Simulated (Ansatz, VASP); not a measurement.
# SnTe in VASP and in Ansatz

```
Te Sn
1.0
     0.00000    3.17172    3.17172
     3.17172    0.00000    3.17172
     3.17172    3.17172    0.00000
Te Sn
1 1
Direct
  0.50000 0.50000 0.50000
  0.00000 0.00000 0.00000
```

Alike in both runs: task single point; functional PBEsol; k mesh 7 × 7 × 7; occupations fermi-dirac, width 0.05 eV; non-collinear spin, spin-orbit coupling.

```csv
,VASP,Ansatz
version,VASP 6.6.1,Ansatz 0.2.0
potentials or method,"VASP PAW PBE potentials, release 64 (Te, Sn_d)",Ansatz PAW
plane-wave cutoff (eV),520,420
valence electrons in the cell,20,30
```

|  | VASP | Ansatz | Ansatz less VASP |
| --- | --- | --- | --- |
| pressure (GPa) | -1.2 | -1.2 | -0.02 |
| net moment per atom (μB) | 0.00 | 0.00 | 0.000 |

VASP's potentials were made for PBE, not for PBEsol. VASP's potentials hold 20 valence electrons a cell and Ansatz's 30, so a difference there can come from the potentials and not from the codes.
